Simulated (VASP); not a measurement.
# MgC18 in VASP: a series of runs, part 2 of 2

VASP 6.6.1. The steps go on from the part before.

## (4) Single point, PBE

Input file INCAR:

```
ALGO = Normal ; EDIFF = 1E-7
ENCUT = 520 ; GGA = PE
ISIF = 2 ; ISMEAR = -1
LASPH = T ; LCHARG = F
LREAL = Auto ; LWAVE = F
NBANDS = 52 ; NELM = 60
PREC = Accurate ; SIGMA = 0.02
```

Input file KPOINTS:

```
k-points
0
Gamma
  2 2 1
```

Input file POSCAR:

```
MgC18
1.0
    7.3980000000      0.0000000000      0.0000000000
   -3.6990000000      6.4068560000      0.0000000000
    0.0000000000      0.0000000000     13.0000000000
C Mg
18 1
Direct
   -0.0003512307     -0.0038438510      0.0686876923
    0.2205723162      0.1066171926      0.0686812308
   -0.0023553998      0.3295187218      0.0686965385
    0.2225756627      0.4419837124      0.0686960000
   -0.0003109064      0.6648507474      0.0687205385
    0.2205339919      0.7752707412      0.0687089231
    0.3309971467     -0.0038059229      0.0686888462
    0.5559206018      0.1086554778      0.0686780000
    0.3330356471      0.3315435839      0.0686747692
    0.5538598677      0.4419454722      0.0686960769
    0.3329970858      0.6628087162      0.0686895385
    0.5538954572      0.7732632043      0.0686940769
    0.6663623989     -0.0018029124      0.0686937692
    0.8871866368      0.1086173936      0.0686778462
    0.6663258044      0.3294804815      0.0686959231
    0.8872243371      0.4399212344      0.0686977692
    0.6643015325      0.6628466443      0.0686886154
    0.8892263812      0.7753086693      0.0687065385
    0.1236720425      0.9142218898      0.3812197692
```

Potentials or basis: VASP PAW PBE potentials, release 64 (C, Mg).

On the command line:

```bash
$ cat potpaw_PBE.64/C/POTCAR potpaw_PBE.64/Mg/POTCAR > POTCAR
$ mpirun -np 1 vasp_std > vasp.out
```

OUTCAR:

```text
EDIFF = 1E-7
   ENCUT = 520
   GGA = PE
   ISIF = 2
   ISMEAR = -1
   LASPH = T
   LREAL = Auto
   NELM = 60
   PREC = Accurate

 ion  position               nearest neighbor table
   1  1.000  0.996  0.069-  18 1.41   2 1.42  14 1.44
   2  0.221  0.107  0.069-   7 1.41   1 1.42   9 1.44
   3  0.998  0.330  0.069-  16 1.41  14 1.42   4 1.44
   4  0.223  0.442  0.069-  11 1.41   9 1.42   3 1.44
   5  1.000  0.665  0.069-   6 1.41  18 1.42  16 1.44
   6  0.221  0.775  0.069-   5 1.41   7 1.42  11 1.44
[... 10 lines left out ...]
  17  0.664  0.663  0.069-  12 1.41  10 1.42  18 1.44
  18  0.889  0.775  0.069-   1 1.41   5 1.42  17 1.44
  19  0.124  0.914  0.381-

  LATTYP: Found a hexagonal cell.
 ALAT       =     7.3980000000
 C/A-ratio  =     1.7572316842

  Lattice vectors:

 A1 = (   7.3980000000,   0.0000000000,   0.0000000000)
 A2 = (  -3.6990000000,   6.4068560000,   0.0000000000)
 A3 = (   0.0000000000,   0.0000000000,  13.0000000000)

Analysis of symmetry for initial positions (statically):
=====================================================================
 Subroutine PRICEL returns:
 Original cell was already a primitive cell.

 Routine SETGRP: Setting up the symmetry group for a
 hexagonal supercell.

 Subroutine GETGRP returns: Found  1 space group operations
 (whereof  1 operations were pure point group operations)
 out of a pool of 24 trial point group operations.

The static configuration has the point symmetry C_1 .

Analysis of symmetry for dynamics (positions and initial velocities):
=====================================================================
 Subroutine PRICEL returns:
 Original cell was already a primitive cell.

 Routine SETGRP: Setting up the symmetry group for a
 hexagonal supercell.

 Subroutine GETGRP returns: Found  1 space group operations
 (whereof  1 operations were pure point group operations)
 out of a pool of 24 trial point group operations.

The dynamic configuration has the point symmetry C_1 .

 Subroutine INISYM returns: Found  1 space group operations
 (whereof  1 operations are pure point group operations),
 and found     1 'primitive' translations

----------------------------------------------------------------------------------------

                                     Primitive cell

  volume of cell :     616.1730

  direct lattice vectors                    reciprocal lattice vectors
     7.398000000  0.000000000  0.000000000     0.135171668  0.078041398  0.000000000
    -3.699000000  6.406856000  0.000000000     0.000000000  0.156082796  0.000000000
     0.000000000  0.000000000 13.000000000     0.000000000  0.000000000  0.076923077

  length of vectors
     7.398000000  7.398000054 13.000000000     0.156082797  0.156082796  0.076923077

  position of ions in fractional coordinates (direct lattice)
     0.999648769  0.996156149  0.068687692
     0.220572316  0.106617193  0.068681231
     0.997644600  0.329518722  0.068696538
     0.222575663  0.441983712  0.068696000
     0.999689094  0.664850747  0.068720539
     0.220533992  0.775270741  0.068708923
[... 11 lines left out ...]
     0.889226381  0.775308669  0.068706539
     0.123672042  0.914221890  0.381219769
[... 46 lines left out ...]

 Found      4 irreducible k-points:

 Following reciprocal coordinates:
            Coordinates               Weight
  0.000000  0.000000  0.000000      1.000000
  0.500000  0.000000  0.000000      1.000000
  0.000000  0.500000  0.000000      1.000000
  0.500000  0.500000  0.000000      1.000000
   k-points           NKPTS =      4   k-points in BZ     NKDIM =      4   number of bands    NBANDS=     52
   number of dos      NEDOS =    301   number of ions     NIONS =     19
   total plane-waves  NPLWV = 307328
   dimension x,y,z NGX =    56 NGY =   56 NGZ =   98
   dimension x,y,z NGXF=   112 NGYF=  112 NGZF=  196
   ions per type =              18   1
   NGX,Y,Z   is equivalent  to a cutoff of  12.58, 12.58, 12.53 a.u.
   NGXF,Y,Z  is equivalent  to a cutoff of  25.17, 25.17, 25.06 a.u.
 SYSTEM =  unknown system
   PREC   = accura    normal or accurate (medium, high low for compatibility)
   ISTART =      0    job   : 0-new  1-cont  2-samecut
   ICHARG =      2    charge: 1-file 2-atom 10-const
   ISPIN  =      1    spin polarized calculation?
   LNONCOLLINEAR =      F non collinear calculations
   LSORBIT =      F    spin-orbit coupling
   LASPH  =      T    aspherical Exc in radial PAW
   ENCUT  =  520.0 eV  38.22 Ry    6.18 a.u.  13.76 13.76 24.17*2*pi/ulx,y,z
   NELM   =     60;   NELMIN=  2; NELMDL= -5     # of ELM steps
   EDIFF  = 0.1E-06   stopping-criterion for ELM
   LREAL  =      T    real-space projection
   EDIFFG = 0.1E-05   stopping-criterion for IOM
   NSW    =      0    number of steps for IOM
   IBRION =     -1    ionic relax: 0-MD 1-quasi-New 2-CG
   NFREE  =      0    steps in history (QN), initial steepest desc. (CG)
   ISIF   =      2    stress and relaxation
   ISYM   =      2    0-nonsym 1-usesym 2-fastsym
   POTIM  = 0.5000    time-step for ionic-motion
   TEBEG  =    0.0;   TEEND  =   0.0 temperature during run
   PSTRESS=    0.0 pullay stress
   NELECT =      74.0000    total number of electrons
   NUPDOWN=      -1.0000    fix difference up-down
   EMIN   =  10.00;   EMAX   =-10.00  energy-range for DOS
   EFERMI =   0.00;   METHOD = LEGACY
   ISMEAR =    -1;   SIGMA  =   0.02  broadening in eV -4-tet -1-fermi 0-gaus
   EFERMI_NEDOS =   21; number of points for ismear=-14 and -15
   IALGO  =     38    algorithm
   IMIX   =      4    mixing-type and parameters
     AMIX     =   0.40;   BMIX     =  1.00
     AMIX_MAG =   1.60;   BMIX_MAG =  1.00
  volume/ion in A,a.u.               =      32.43       218.85
  Fermi-wavevector in a.u.,A,eV,Ry     =   0.807702  1.526336  8.876204  0.652383
  Thomas-Fermi vector in A             =   1.916371
   LORBIT       =      0    0 simple, 1 ext, 2 COOP (PROOUT), +10 PAW based schemes
   GGA     = PE    functional components
   LHFCALC =     F    Hartree Fock is set to
   AEXX    =    0.0000 exact exchange contribution
   IVDW    =     0    specifies the selected vdW correction
   LEPSILON=     F    determine dielectric tensor
   LRPA    =     F    only Hartree local field effects (RPA)
 non-spin polarized calculation
  energy-cutoff  :      520.00
  volume of cell :      616.17
 maximum number of plane-waves:     16651
 NGX is ok and might be reduce to    56
   NGX = 27   NGY = 27   NGZ = 49

 number of electron      74.0000001 magnetization

 Free energy of the ion-electron system (eV)
  ---------------------------------------------------
  ext. energy  EPLUGINS =         0.00000000
  ---------------------------------------------------
  free energy    TOTEN  =      -165.64442636 eV

  energy without entropy =     -165.64333603  energy(sigma->0) =     -165.64388119

 E-fermi :  -1.6792     XC(G=0):  -4.2115

 val. band max:       -1.7884842187   @ k =   0.0000   0.0000   0.0000
 cond. band min:      -1.5699842310   @ k =   0.0000   0.0000   0.0000
 fundamental gap:      0.2184999877
 Fermi energy:        -1.6792362364

 k-point     1 :       0.0000    0.0000    0.0000
  band No.  band energies     occupation
      1     -21.2016      2.00000
      2     -18.7041      2.00000
      3     -18.7007      2.00000
      4     -18.5757      2.00000
      5     -18.5755      2.00000
      6     -18.5723      2.00000
[... 197 lines left out ...]
     48       3.1869      0.00000
     49       3.2217      0.00000
 [bands above 49 left out]

------------------------ aborting loop because EDIFF is reached ----------------------------------------

  FORCE on cell =-STRESS in cart. coord.  units (eV):
  Direction    XX          YY          ZZ          XY          YZ          ZX
  --------------------------------------------------------------------------------------
  -------------------------------------------------------------------------------------
  Total        1.5985568      1.6084114     -0.1240673     -0.0052890     -0.0012789      0.0089550
  in kB        4.1565788      4.1822028     -0.3226007     -0.0137525     -0.0033253      0.0232850
  external PRESSURE =       2.6720603 kB  Pullay stress =       0.0000000 kB

 VOLUME and BASIS-vectors are now :
 -----------------------------------------------------------------------------
  energy-cutoff  :      520.00
  volume of cell :      616.17
      direct lattice vectors                 reciprocal lattice vectors
     7.398000000  0.000000000  0.000000000     0.135171668  0.078041398  0.000000000
    -3.699000000  6.406856000  0.000000000     0.000000000  0.156082796  0.000000000
     0.000000000  0.000000000 13.000000000     0.000000000  0.000000000  0.076923077

 POSITION                                       TOTAL-FORCE (eV/Angst)
 -----------------------------------------------------------------------------------
      3.71062      6.38223      0.89294        -0.002385      0.006060     -0.003530
      1.23742      0.68308      0.89286        -0.001597      0.008442      0.000854
      6.16169      2.11118      0.89306         0.009431      0.004729     -0.001278
      0.01172      2.83173      0.89305         0.000134     -0.000434      0.000683
      4.93642      4.25960      0.89337         0.002525     -0.007179     -0.000389
     -1.23622      4.96705      0.89322         0.006540     -0.007516      0.001541
[... 11 lines left out ...]
      3.71063      4.96729      0.89319        -0.000353      0.000470      0.000111
     -2.46678      5.85729      4.95586        -0.001450     -0.000938      0.001610
 -----------------------------------------------------------------------------------
    total drift:                                0.026530      0.006612     -0.040342

  FREE ENERGIE OF THE ION-ELECTRON SYSTEM (eV)
  ---------------------------------------------------
  free  energy   TOTEN  =      -165.6444263607 eV

  energy  without entropy=     -165.6433360267  energy(sigma->0) =     -165.64388119
```

It took 5.2 min on 1 thread of Intel Xeon 6975P-C, shared host; peak memory 0.62 GiB.

Results:

```
Free energy            : -165.6444 eV
Largest force          : 0.011 eV/Å
Band gap on the k mesh : 0.22 eV, direct
```

Forces in eV/Å, atoms in the order of the input:
```
C   -0.002  0.006 -0.004
C   -0.002  0.008  0.001
C    0.009  0.005 -0.001
C    0.000  0.000  0.001
C    0.003 -0.007  0.000
C    0.007 -0.008  0.002
C    0.003  0.002  0.000
C   -0.004  0.000 -0.004
C   -0.004  0.000  0.001
C   -0.001 -0.001  0.000
C   -0.004 -0.007  0.000
C   -0.005  0.003  0.001
C   -0.002  0.002  0.003
C    0.005 -0.003  0.002
C   -0.003 -0.001  0.001
C    0.002  0.001  0.002
C    0.000  0.002 -0.004
C    0.000  0.000  0.000
Mg  -0.001 -0.001  0.002
```

Caveat: the k points lie up to 0.49 Å⁻¹ apart.

## (5) Single point, PBE

Input file INCAR:

```
PREC = Accurate
ENCUT = 520
EDIFF = 1E-6
ISMEAR = -1
SIGMA = 0.02
LREAL = Auto
LASPH = T
NELM = 80
ALGO = Normal
ISIF = 2
LWAVE = F
LCHARG = F
GGA = PE
NBANDS = 52
```

Input file KPOINTS:

```
regular mesh
0
Gamma
  2 2 1
```

Input file POSCAR:

```
MgC18
1.0
    7.3980000000      0.0000000000      0.0000000000
   -3.6990000000      6.4068560000      0.0000000000
    0.0000000000      0.0000000000     13.0000000000
C Mg
18 1
Direct
   -0.0001557739     -0.0032153056      0.0687684615
    0.2207714854      0.1072466745      0.0687576923
   -0.0021545515      0.3301480477      0.0687937692
    0.2227700060      0.4426097605      0.0687910769
   -0.0001119922      0.6654794489      0.0688223077
    0.2207331861      0.7758975697      0.0688021538
    0.3311988214     -0.0031773775      0.0687693077
    0.5561150956      0.1092807455      0.0687679231
    0.3332330422      0.3321697881      0.0687612308
    0.5540598102      0.4425713642      0.0687911538
    0.3331932450      0.6634386663      0.0687882308
    0.5540940230      0.7738917497      0.0687903077
    0.6665592268     -0.0011781129      0.0687873846
    0.8873860748      0.1092428174      0.0687678462
    0.6665230032      0.3301098074      0.0687933077
    0.8874239536      0.4405513406      0.0688038462
    0.6645037172      0.6634767505      0.0687874615
    0.8894227368      0.7759354978      0.0688001538
    0.1360071407      0.9388491016      0.3818568462
```

On the command line:

```bash
$ cat potpaw_PBE.64/C/POTCAR potpaw_PBE.64/Mg/POTCAR > POTCAR
$ mpirun -np 1 vasp_std > vasp.out
```

It took 4.9 min on 1 thread of Intel Xeon 6975P-C, shared host; peak memory 0.62 GiB.

It converged, with:

* Free energy: -165.6442 eV
* Largest force: 0.010 eV/Å
* Band gap on the k mesh: 0.22 eV, direct

Forces on the atoms (eV/Å):
```
C   -0.003  0.004 -0.006
C    0.002  0.006  0.002
C    0.009  0.004  0.000
C    0.000  0.003  0.002
C    0.001  0.000  0.001
C    0.008 -0.003  0.001
C    0.002 -0.001  0.000
C   -0.002 -0.002 -0.006
C   -0.006  0.001  0.001
C   -0.002  0.003 -0.002
C   -0.002 -0.006  0.001
C   -0.004  0.004  0.003
C   -0.002 -0.003  0.000
C    0.003 -0.005  0.001
C   -0.001 -0.002  0.001
C    0.001 -0.002  0.002
C   -0.003 -0.001 -0.002
C    0.000  0.003 -0.001
Mg  -0.001 -0.002  0.003
```

Levels at points of the mesh, in eV from the valence-band top:
| k point | band 35 | band 36 | band 37 | band 38 | band 39 | band 40 |
| --- | --- | --- | --- | --- | --- | --- |
| (0.00, 0.00, 0.00) | -0.38 | 0.00 | 0.00 | 0.22 | 0.22 | 2.94 |
| (0.50, 0.00, 0.00) | -2.52 | -2.25 | -0.28 | 1.78 | 2.59 | 2.60 |
| (0.00, 0.50, 0.00) | -2.52 | -2.25 | -0.28 | 1.78 | 2.59 | 2.60 |
| (0.50, 0.50, 0.00) | -2.52 | -2.25 | -0.28 | 1.78 | 2.59 | 2.60 |

Caveat: the k points lie up to 0.49 Å⁻¹ apart.
